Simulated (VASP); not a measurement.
Write the native input for VASP 6.6.1 that does the following.

```yaml
Task: single point
Functional: LDA
Potentials_or_basis: VASP PAW LDA potentials, release 64 (Ge_d)
Cutoff: 520 eV
k_mesh: 14 × 14 × 14
Occupations: gaussian, width 0.15 eV
Spin: no spin polarisation
Dipole_correction: no
Further_INCAR_settings: ALGO = Normal; EDIFF = 1e-06; NBANDS = 21
```

The structure of Ge lies in POSCAR:

```
Ge
1.0
    0.0000000000      2.8287700000      2.6024684000
    2.8287700000      0.0000000000      2.6024684000
    2.8287700000      2.8287700000      0.0000000000
Ge
2
Direct
    0.5000000000      0.5000000000      0.5000000000
    0.7500000000      0.7500000000      0.7500000000
```

This cell differs from its parent crystal: strain +0.000 along x and y, -0.080 along z.

These files were run (other wordings do the same):

INCAR

```
  PREC = Accurate
  ENCUT = 520
  EDIFF = 1E-6
  ISMEAR = 0
  SIGMA = 0.15
  LREAL = F
  LASPH = T
  NELM = 100
  ALGO = Normal
  ISIF = 2
  LWAVE = F
  LCHARG = F
  NBANDS = 21
```

KPOINTS

```
regular mesh
0
Gamma
  14 14 14
```

Potentials or basis: VASP PAW LDA potentials, release 64 (Ge_d).

Launch:

```bash
$ cat potpaw_LDA.64/Ge_d/POTCAR > POTCAR
$ mpirun -np 1 vasp_std > vasp.out
```

It gave:

```json
{
 "Pressure": "5.6 GPa",
 "Band gap on the k mesh": "zero (band 14 reaches 5.99 eV, above the bottom of band 15 at 5.42 eV)"
}
```

Caveat: the cell differs from its parent crystal (strain +0.000 along x and y, -0.080 along z).

Run time: 2.8 min on 1 thread of Intel(R) Xeon(R) 6975P-C (Granite Rapids) (shared host), peak memory 0.27 GiB.
